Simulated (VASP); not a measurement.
# B6Br (Pm-3m) in VASP: further runs

Runs on B6Br. Level: PBE. Tasks: single point, relaxation of cell and atoms.

Everything below comes from runs of VASP 6.6.1. Logs are shortened: lines on timing, memory, paths and dates and some standing lists are left out, and cuts for length are marked.

## 1. The cell of the first run

Symmetry: Pm-3m, No. 221, cubic system. The conventional cell has a = 4.245 Å, b = 4.245 Å, c = 4.245 Å, α = 90.00°, β = 90.00°, γ = 90.00°. B (site symmetry 4mm) has 5 B at 1.68 to 1.82 Å within 2.2 Å. Within 4.1 Å of Br (site symmetry m-3m) lie 24 B at 3.12 Å.

## 2. Single point, PBE

INCAR reads:

```
PREC = Accurate
ENCUT = 520
EDIFF = 1E-7
ISMEAR = 0
SIGMA = 0.1
LREAL = F
LASPH = T
NELM = 80
ALGO = Normal
ISIF = 2
LWAVE = F
LCHARG = F
GGA = PE
NBANDS = 22
```

KPOINTS reads:

```
Automatic mesh
0
Gamma
  10 10 10
```

POSCAR reads:

```
B6Br
1.0
    4.2445711775      0.0000000000      0.0000000000
    0.0000000000      4.2445711775      0.0000000000
    0.0000000000      0.0000000000      4.2445711775
B Br
6 1
Direct
    0.1974001512      0.5000000000      0.5000000000
    0.5000000000      0.1974001512      0.5000000000
    0.8025998488      0.5000000000      0.5000000000
    0.5000000000      0.8025998488      0.5000000000
    0.5000000000      0.5000000000      0.1974001512
    0.5000000000      0.5000000000      0.8025998488
    0.0000000000      0.0000000000      0.0000000000
```

Potentials or basis: VASP PAW PBE potentials, release 64 (B, Br).

Command:

```
> cat potpaw_PBE.64/B/POTCAR potpaw_PBE.64/Br/POTCAR > POTCAR
> mpirun -np 1 vasp_std > vasp.out
```

OUTCAR:

```text
PREC = Accurate
   ENCUT = 520
   EDIFF = 1E-7
   ISMEAR = 0
   LREAL = F
   LASPH = T
   NELM = 80
   ISIF = 2
   GGA = PE

 ion  position               nearest neighbor table
   1  0.197  0.500  0.500-   3 1.68   2 1.82   4 1.82   5 1.82   6 1.82
   2  0.500  0.197  0.500-   4 1.68   3 1.82   1 1.82   5 1.82   6 1.82
   3  0.803  0.500  0.500-   1 1.68   2 1.82   4 1.82   5 1.82   6 1.82
   4  0.500  0.803  0.500-   2 1.68   1 1.82   3 1.82   5 1.82   6 1.82
   5  0.500  0.500  0.197-   6 1.68   2 1.82   3 1.82   4 1.82   1 1.82
   6  0.500  0.500  0.803-   5 1.68   2 1.82   3 1.82   4 1.82   1 1.82
   7  0.000  0.000  0.000-

  LATTYP: Found a simple cubic cell.
 ALAT       =     4.2445711775

  Lattice vectors:

 A1 = (   4.2445711775,   0.0000000000,   0.0000000000)
 A2 = (   0.0000000000,   4.2445711775,   0.0000000000)
 A3 = (   0.0000000000,   0.0000000000,   4.2445711775)

Analysis of symmetry for initial positions (statically):
=====================================================================
 Subroutine PRICEL returns:
 Original cell was already a primitive cell.

 Routine SETGRP: Setting up the symmetry group for a
 simple cubic supercell.

 Subroutine GETGRP returns: Found 48 space group operations
 (whereof 48 operations were pure point group operations)
 out of a pool of 48 trial point group operations.

The static configuration has the point symmetry O_h .

Analysis of symmetry for dynamics (positions and initial velocities):
=====================================================================
 Subroutine PRICEL returns:
 Original cell was already a primitive cell.

 Routine SETGRP: Setting up the symmetry group for a
 simple cubic supercell.

 Subroutine GETGRP returns: Found 48 space group operations
 (whereof 48 operations were pure point group operations)
 out of a pool of 48 trial point group operations.

The dynamic configuration has the point symmetry O_h .

 Subroutine INISYM returns: Found 48 space group operations
 (whereof 48 operations are pure point group operations),
 and found     1 'primitive' translations

----------------------------------------------------------------------------------------

                                     Primitive cell

  volume of cell :      76.4718

  direct lattice vectors                    reciprocal lattice vectors
     4.244571178  0.000000000  0.000000000     0.235595060  0.000000000  0.000000000
     0.000000000  4.244571178  0.000000000     0.000000000  0.235595060  0.000000000
     0.000000000  0.000000000  4.244571178     0.000000000  0.000000000  0.235595060

  length of vectors
     4.244571178  4.244571178  4.244571178     0.235595060  0.235595060  0.235595060

  position of ions in fractional coordinates (direct lattice)
     0.197400151  0.500000000  0.500000000
     0.500000000  0.197400151  0.500000000
     0.802599849  0.500000000  0.500000000
     0.500000000  0.802599849  0.500000000
     0.500000000  0.500000000  0.197400151
     0.500000000  0.500000000  0.802599849
     0.000000000  0.000000000  0.000000000

  ion indices of the primitive-cell ions
   primitive index   ion index
                 1           1
                 2           2
                 3           3
                 4           4
                 5           5
                 6           6
                 7           7

----------------------------------------------------------------------------------------

 KPOINTS: Automatic mesh

Automatic generation of k-mesh.
 Grid dimensions read from file:
 generate k-points for:   10   10   10

 Generating k-lattice:

  Cartesian coordinates                     Fractional coordinates (reciprocal lattice)
     0.023559506  0.000000000  0.000000000     0.100000000  0.000000000  0.000000000
     0.000000000  0.023559506  0.000000000     0.000000000  0.100000000  0.000000000
     0.000000000  0.000000000  0.023559506     0.000000000  0.000000000  0.100000000

  Length of vectors
     0.023559506  0.023559506  0.023559506

  Shift w.r.t. Gamma in fractional coordinates (k-lattice)
     0.000000000  0.000000000  0.000000000

 Subroutine IBZKPT returns following result:
 ===========================================

 Found     56 irreducible k-points:

 Following reciprocal coordinates:
            Coordinates               Weight
  0.000000  0.000000  0.000000      1.000000
  0.100000  0.000000  0.000000      6.000000
  0.200000  0.000000  0.000000      6.000000
  0.300000  0.000000  0.000000      6.000000
  0.400000  0.000000  0.000000      6.000000
  0.500000  0.000000  0.000000      3.000000
[... 16 lines left out ...]
  0.200000  0.100000  0.100000     24.000000
  0.300000  0.100000  0.100000     24.000000
 [... further k-points ...]
   k-points           NKPTS =     56   k-points in BZ     NKDIM =     56   number of bands    NBANDS=     22
   number of dos      NEDOS =    301   number of ions     NIONS =      7
   total plane-waves  NPLWV =  32768
   dimension x,y,z NGX =    32 NGY =   32 NGZ =   32
   dimension x,y,z NGXF=    64 NGYF=   64 NGZF=   64
   ions per type =               6   1
   NGX,Y,Z   is equivalent  to a cutoff of  12.53, 12.53, 12.53 a.u.
   NGXF,Y,Z  is equivalent  to a cutoff of  25.07, 25.07, 25.07 a.u.
 SYSTEM =  unknown system
   PREC   = accura    normal or accurate (medium, high low for compatibility)
   ISTART =      0    job   : 0-new  1-cont  2-samecut
   ICHARG =      2    charge: 1-file 2-atom 10-const
   ISPIN  =      1    spin polarized calculation?
   LNONCOLLINEAR =      F non collinear calculations
   LSORBIT =      F    spin-orbit coupling
   LASPH  =      T    aspherical Exc in radial PAW
   ENCUT  =  520.0 eV  38.22 Ry    6.18 a.u.   7.89  7.89  7.89*2*pi/ulx,y,z
   NELM   =     80;   NELMIN=  2; NELMDL= -5     # of ELM steps
   EDIFF  = 0.1E-06   stopping-criterion for ELM
   LREAL  =      F    real-space projection
   EDIFFG = 0.1E-05   stopping-criterion for IOM
   NSW    =      0    number of steps for IOM
   IBRION =     -1    ionic relax: 0-MD 1-quasi-New 2-CG
   NFREE  =      0    steps in history (QN), initial steepest desc. (CG)
   ISIF   =      2    stress and relaxation
   ISYM   =      2    0-nonsym 1-usesym 2-fastsym
   POTIM  = 0.5000    time-step for ionic-motion
   TEBEG  =    0.0;   TEEND  =   0.0 temperature during run
   PSTRESS=    0.0 pullay stress
   NELECT =      25.0000    total number of electrons
   NUPDOWN=      -1.0000    fix difference up-down
   EMIN   =  10.00;   EMAX   =-10.00  energy-range for DOS
   EFERMI =   0.00;   METHOD = LEGACY
   ISMEAR =     0;   SIGMA  =   0.10  broadening in eV -4-tet -1-fermi 0-gaus
   EFERMI_NEDOS =   21; number of points for ismear=-14 and -15
   IALGO  =     38    algorithm
   IMIX   =      4    mixing-type and parameters
     AMIX     =   0.40;   BMIX     =  1.00
     AMIX_MAG =   1.60;   BMIX_MAG =  1.00
  volume/ion in A,a.u.               =      10.92        73.72
  Fermi-wavevector in a.u.,A,eV,Ry     =   1.127771  2.131179 17.304814  1.271868
  Thomas-Fermi vector in A             =   2.264459
   LORBIT       =      0    0 simple, 1 ext, 2 COOP (PROOUT), +10 PAW based schemes
   GGA     = PE    functional components
   LHFCALC =     F    Hartree Fock is set to
   AEXX    =    0.0000 exact exchange contribution
   IVDW    =     0    specifies the selected vdW correction
   LEPSILON=     F    determine dielectric tensor
   LRPA    =     F    only Hartree local field effects (RPA)
 non-spin polarized calculation
 Gauss-broadening in eV      SIGMA  =   0.10
  energy-cutoff  :      520.00
  volume of cell :       76.47
 maximum number of plane-waves:      2103
 NGX is ok and might be reduce to    32
   NGX = 15   NGY = 15   NGZ = 15

 number of electron      24.9999999 magnetization

 Free energy of the ion-electron system (eV)
  ---------------------------------------------------
  ext. energy  EPLUGINS =         0.00000000
  ---------------------------------------------------
  free energy    TOTEN  =       -37.60249106 eV

  energy without entropy =      -37.57927928  energy(sigma->0) =      -37.59088517

 E-fermi :   3.2515     XC(G=0): -10.4444

 val. band max:        3.2373100404   @ k =   0.5000   0.4000   0.2000
 cond. band min:       3.2546180765   @ k =   0.3000   0.1000   0.0000
 fundamental gap:      0.0173080361
 Fermi energy:         3.2514880304

 k-point     1 :       0.0000    0.0000    0.0000
  band No.  band energies     occupation
      1     -11.9259      2.00000
      2      -9.4552      2.00000
      3      -2.9194      2.00000
      4      -2.9194      2.00000
      5      -2.9194      2.00000
      6      -1.7293      2.00000
[... 14 lines left out ...]
     21      12.5835      0.00000
     22      12.5835      0.00000

 k-point     2 :       0.1000    0.0000    0.0000
  band No.  band energies     occupation
      1     -11.8938      2.00000
      2      -9.4821      2.00000
      3      -3.2332      2.00000
      4      -2.8637      2.00000
      5      -2.8637      2.00000
      6      -1.8077      2.00000
[... 14 lines left out ...]
     21      12.4459      0.00000
     22      12.4459      0.00000

 k-point     3 :       0.2000    0.0000    0.0000
  band No.  band energies     occupation
      1     -11.8043      2.00000
      2      -9.5606      2.00000
      3      -3.7332      2.00000
      4      -2.7026      2.00000
      5      -2.7026      2.00000
      6      -2.0530      2.00000
[... 14 lines left out ...]
     21      12.3432      0.00000
     22      12.3494      0.00000
[... 476 lines left out ...]
 k-point    23 :       0.2000    0.1000    0.1000
  band No.  band energies     occupation
      1     -11.7488      2.00000
      2      -9.5792      2.00000
      3      -3.8060      2.00000
      4      -3.1516      2.00000
      5      -2.9667      2.00000
      6      -1.6369      2.00000
[... 14 lines left out ...]
     21      12.3678      0.00000
     22      12.8327      0.00000

 k-point    24 :       0.3000    0.1000    0.1000
  band No.  band energies     occupation
      1     -11.6338      2.00000
      2      -9.6640      2.00000
      3      -4.2096      2.00000
      4      -3.1058      2.00000
      5      -2.9296      2.00000
      6      -1.5177      2.00000
[... 14 lines left out ...]
     21      12.4753      0.00000
     22      13.7805      0.00000

 [... further k-points ...]
[... 5 lines left out ...]
  --------------------------------------------------------------------------------------
  -------------------------------------------------------------------------------------
  Total        0.0018683      0.0018683      0.0018683      0.0000000      0.0000000     -0.0000000
  in kB        0.0391433      0.0391433      0.0391433      0.0000000      0.0000000     -0.0000000
  external PRESSURE =       0.0391433 kB  Pullay stress =       0.0000000 kB

 VOLUME and BASIS-vectors are now :
 -----------------------------------------------------------------------------
  energy-cutoff  :      520.00
  volume of cell :       76.47
      direct lattice vectors                 reciprocal lattice vectors
     4.244571178  0.000000000  0.000000000     0.235595060  0.000000000  0.000000000
     0.000000000  4.244571178  0.000000000     0.000000000  0.235595060  0.000000000
     0.000000000  0.000000000  4.244571178     0.000000000  0.000000000  0.235595060

 POSITION                                       TOTAL-FORCE (eV/Angst)
 -----------------------------------------------------------------------------------
      0.83788      2.12229      2.12229        -0.014871     -0.000000     -0.000000
      2.12229      0.83788      2.12229        -0.000000     -0.014871     -0.000000
      3.40669      2.12229      2.12229         0.014871      0.000000      0.000000
      2.12229      3.40669      2.12229         0.000000      0.014871      0.000000
      2.12229      2.12229      0.83788        -0.000000     -0.000000     -0.014871
      2.12229      2.12229      3.40669        -0.000000      0.000000      0.014871
      0.00000      0.00000      0.00000        -0.000000     -0.000000      0.000000
 -----------------------------------------------------------------------------------
    total drift:                                0.000000     -0.000000     -0.000000

  FREE ENERGIE OF THE ION-ELECTRON SYSTEM (eV)
  ---------------------------------------------------
  free  energy   TOTEN  =       -37.6024910554 eV

  energy  without entropy=      -37.5792792751  energy(sigma->0) =      -37.59088517
```

Run time: 76 s. Hardware: 1 thread of Oxide Virtual Turin-like, shared host; peak memory 0.19 GiB.

Results:

- Free energy: -37.6025 eV
- Pressure: 0.0 GPa
- Largest force: 0.015 eV/Å

Forces on the atoms (eV/Å):
```
B   -0.015  0.000  0.000
B    0.000 -0.015  0.000
B    0.015  0.000  0.000
B    0.000  0.015  0.000
B    0.000  0.000 -0.015
B    0.000  0.000  0.015
Br   0.000  0.000  0.000
```

Caveat: an odd number of electrons without spin polarisation forces a metal; a magnetic or distorted state may lie lower.

## 3. Relaxation of cell and atoms, PBE

This run uses another cell than the first one, of 10.87 Å³/atom, 0.995 times its volume.

INCAR reads:

```
SYSTEM = B6Br
PREC = Accurate
ENCUT = 600
EDIFF = 1E-6
ISMEAR = 0
SIGMA = 0.1
LREAL = .False.
LASPH = .True.
NELM = 80
ALGO = Normal
ISIF = 3
LWAVE = .False.
LCHARG = .False.
GGA = PE
IBRION = 2
NSW = 100
EDIFFG = -0.01
```

KPOINTS reads:

```
Automatic mesh
0
Gamma
  10 10 10
  0 0 0
```

POSCAR reads:

```
B6Br
1.0
    4.2375331119      0.0000000000      0.0000000000
    0.0000000000      4.2375331119      0.0000000000
    0.0000000000      0.0000000000      4.2375331119
B Br
6 1
Direct
    0.1974320527      0.5000000000      0.5000000000
    0.5000000000      0.1974320527      0.5000000000
    0.8025679473      0.5000000000      0.5000000000
    0.5000000000      0.8025679473      0.5000000000
    0.5000000000      0.5000000000      0.1974320527
    0.5000000000      0.5000000000      0.8025679473
    0.0000000000      0.0000000000      0.0000000000
```

Potentials or basis: VASP PAW PBE potentials, release 64 (B, Br).

Command:

```
> cat potpaw_PBE.64/B/POTCAR potpaw_PBE.64/Br/POTCAR > POTCAR
> mpirun -np 1 vasp_std > vasp.out
```

Run time: 2.6 min. Hardware: 1 thread of Oxide Virtual Turin-like, shared host; peak memory 0.22 GiB.

It converged, with:

| Item | Value |
| --- | --- |
| Free energy | -37.6075 eV |
| Relaxed volume | 10.92 Å³/atom |
| Relaxed cell | a = 4.244 Å, b = 4.244 Å, c = 4.244 Å, α = 90.00°, β = 90.00°, γ = 90.00° |
| Space group after relaxing (to 0.05 Å) | Pm-3m (No. 221) |
| Energy gained by relaxing | 0.1 meV/atom |
| Ionic steps | 5 |
| Pressure after relaxing | 0.0 GPa |

The path:
| step | energy change (eV) | largest force (eV/Å) | pressure (GPa) | volume (Å³) |
| --- | --- | --- | --- | --- |
| 1 | 0.0000 | 0.0340 | 0.67 | 76.09 |
| 2 | -0.0004 | 0.0766 | -0.26 | 76.59 |
| 3 | -0.0007 | 0.0328 | 0.11 | 76.39 |
| 4 | -0.0007 | 0.0391 | -0.12 | 76.54 |
| 5 | -0.0008 | 0.0001 | 0.01 | 76.46 |

Final structure:
```cif
data_structure
_symmetry_space_group_name_H-M 'P 1'
_symmetry_Int_Tables_number 1
_cell_length_a 4.2443
_cell_length_b 4.2443
_cell_length_c 4.2443
_cell_angle_alpha 90.000
_cell_angle_beta 90.000
_cell_angle_gamma 90.000
_cell_volume 76.46
loop_
_atom_site_label
_atom_site_type_symbol
_atom_site_fract_x
_atom_site_fract_y
_atom_site_fract_z
_atom_site_occupancy
B1 B 0.19733 0.50000 0.50000 1
B2 B 0.50000 0.19733 0.50000 1
B3 B 0.80267 0.50000 0.50000 1
B4 B 0.50000 0.80267 0.50000 1
B5 B 0.50000 0.50000 0.19733 1
B6 B 0.50000 0.50000 0.80267 1
Br1 Br 0.00000 0.00000 0.00000 1
```

Levels at points of the mesh, in eV from the Fermi level:
```
           k point  band 8  band 9  band 10  band 11  band 12  band 13  band 14  band 15  band 16
(0.00, 0.00, 0.00)   -4.48   -1.43    -1.43    -1.43     0.66     0.66     0.66     3.50     3.50
(0.50, 0.00, 0.00)   -3.31   -3.31    -1.21    -0.87     0.34     0.34     0.81     1.95     4.94
(0.50, 0.50, 0.00)   -2.19   -1.77    -1.77    -1.48    -1.48    -0.94    -0.94     5.25     5.25
(0.50, 0.50, 0.50)   -5.06   -0.62    -0.62    -0.62     0.62     0.62     0.62     6.73     8.15
```

Caveat: an odd number of electrons without spin polarisation forces a metal; a magnetic or distorted state may lie lower.
